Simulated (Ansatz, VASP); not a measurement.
Two plane-wave programs on W

```
W
1.0
     2.75045    0.00000    0.00000
    -1.37522    2.38196    0.00000
     0.00000    0.00000    4.90726
W
2
Direct
  0.33333 0.66667 0.25000
  0.66667 0.33333 0.75000
```

Alike in both runs: task single point; functional RPBE; k mesh 15 × 15 × 7; occupations fermi-dirac, width 0.1 eV; no spin polarisation.

|  | VASP | Ansatz |
| --- | --- | --- |
| version | VASP 6.6.1 | Ansatz 0.2.0 |
| potentials or method | VASP PAW PBE potentials, release 64 (W_sv), cutoff 520 eV | plane waves (420 eV) with PAW, scalar-relativistic |
| valence electrons in the cell | 28 | 28 |

```csv
,VASP,Ansatz,Ansatz less VASP
pressure (GPa),12.6,12.0,-0.59
"traceless stress, the component that is largest in VASP (GPa)",-1.98,-1.84,+0.143
```

VASP's potentials were made for PBE, not for RPBE.

Spin-orbit coupling is off throughout.
